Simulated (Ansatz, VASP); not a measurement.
# Two plane-wave programs on SiO2

```
Si O
1.0
     5.10538    0.00000    0.00000
    -2.55269    4.42139    0.00000
     0.00000    0.00000    5.58504
Si O
3 6
Direct
  0.00000 0.50000 0.33333
  0.50000 0.50000 0.66667
  0.50000 0.00000 0.00000
  0.58396 0.79198 0.83333
  0.79198 0.58396 0.50000
  0.79198 0.20802 0.16667
  0.41604 0.20802 0.83333
  0.20802 0.41604 0.50000
  0.20802 0.79198 0.16667
```

Alike in both runs: functional PBE; k mesh 6 × 6 × 4; occupations gaussian, width 0.02 eV; no spin polarisation.

Ansatz relaxed the structure, and its values are those at the end. VASP's run is a single point on that final structure, the one shown.

|  | VASP | Ansatz |
| --- | --- | --- |
| version | VASP 6.6.1 | Ansatz 0.2.0 |
| potentials or method | VASP PAW PBE potentials, release 64 (Si, O), cutoff 520 eV | scalar-relativistic, plane waves, PAW |
| valence electrons in the cell | 48 | 48 |

VASP gave:

- gap on the k mesh at the Fermi level (eV): 5.55
- least direct gap on the mesh (eV): 5.73
- pressure (GPa): 0.1
- rms of the force components (eV/Å): 0.006

**Question.** Estimate Ansatz's values.

**Answer.** gap on the k mesh at the Fermi level (eV): 5.55; least direct gap on the mesh (eV): 5.73; pressure (GPa): 0.0; rms of the force components (eV/Å): 0.000.

With one functional, cell and mesh, what is left measures potentials, basis and numerics.
